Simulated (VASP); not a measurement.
The system is MgZn4O.

```
Mg Zn O
1.0
     4.24408    0.00000    0.00000
    -2.12204    3.67548    0.00000
     0.00000    0.00000    6.39919
Mg Zn O
1 4 1
Direct
  0.00000 0.00000 0.50000
  0.33333 0.66667 0.35601
  0.66667 0.33333 0.64399
  0.00000 0.00000 0.22523
  0.00000 0.00000 0.77477
  0.00000 0.00000 0.00000
```

| Item | Value |
| --- | --- |
| Program | VASP 6.6.1 |
| Task | relaxation of cell and atoms |
| Functional | PBE |
| Potentials or basis | VASP PAW PBE potentials, release 64 (Mg, Zn, O) |
| Cutoff | 600 eV |
| k mesh | 4 × 4 × 3 |
| Occupations | gaussian, width 0.2 eV |
| Spin | no spin polarisation |

At the start: pressure 63.9 GPa; volume 16.64 Å³/atom.

Question: How do energy, volume and symmetry change on relaxing?

Answer: Over 22 steps the energy falls by 2201.9 meV/atom and the volume is 21.08 Å³/atom (+26.7 %); space group P-3m1 (No. 164, to 0.05 Å).

Step by step:
| step | energy change (eV) | largest force (eV/Å) | pressure (GPa) | volume (Å³) |
| --- | --- | --- | --- | --- |
| 1 | 0.0000 | 7.2201 | 63.89 | 99.82 |
| 2 | -3.5692 | 0.6753 | -12.78 | 200.96 |
| 3 | -8.9621 | 6.7559 | 1.60 | 141.33 |
| 4 | -8.9817 | 6.9190 | 1.86 | 140.48 |
| 5 | -9.0259 | 7.4328 | 2.75 | 137.86 |
| 6 | -11.5885 | 3.1290 | -5.93 | 150.91 |
| 7 | -11.8295 | 2.4055 | -7.58 | 157.25 |
| 8 | -12.5591 | 4.6418 | 3.85 | 136.78 |
| 9 | -13.0517 | 0.2702 | -2.43 | 143.46 |
| 10 | -13.0544 | 0.4392 | -2.18 | 143.08 |
| 11 | -13.0545 | 0.5696 | -1.98 | 142.81 |
| 12 | -13.1340 | 0.1765 | -1.40 | 137.56 |
| 13 | -13.1680 | 0.2721 | -0.57 | 132.21 |
| 14 | -13.1683 | 0.3169 | -0.47 | 131.66 |
| 15 | -13.1756 | 0.1947 | 0.61 | 129.48 |
| 16 | -13.1761 | 0.1954 | 0.32 | 129.93 |
| 17 | -13.1860 | 0.1826 | 0.25 | 129.35 |
| 18 | -13.2045 | 0.1470 | 0.16 | 127.58 |
| 19 | -13.1988 | 0.0729 | 0.03 | 123.95 |
| 20 | -13.2083 | 0.1039 | 0.15 | 125.97 |
| 21 | -13.2085 | 0.1131 | 0.09 | 126.33 |
| 22 | -13.2115 | 0.0799 | 0.11 | 126.45 |

Final structure:
```
CELL_PARAMETERS angstrom
4.02561 0.00000 0.00000
-2.01280 3.48628 0.00000
0.00000 0.00000 9.01008
ATOMIC_POSITIONS crystal
Mg 0.00000 0.00000 0.50000
Zn 0.33333 0.66667 0.34039
Zn 0.66667 0.33333 0.65961
Zn 0.00000 0.00000 0.19717
Zn 0.00000 0.00000 0.80283
O 0.00000 0.00000 0.00000
```

Caveat: the k points lie up to 0.45 Å⁻¹ apart in the final cell; the volume moved by over 15 % at a fixed basis, so the end points are rough; the relaxation stopped at a loose force limit of 0.08 eV/Å, so its end isn't a converged minimum.
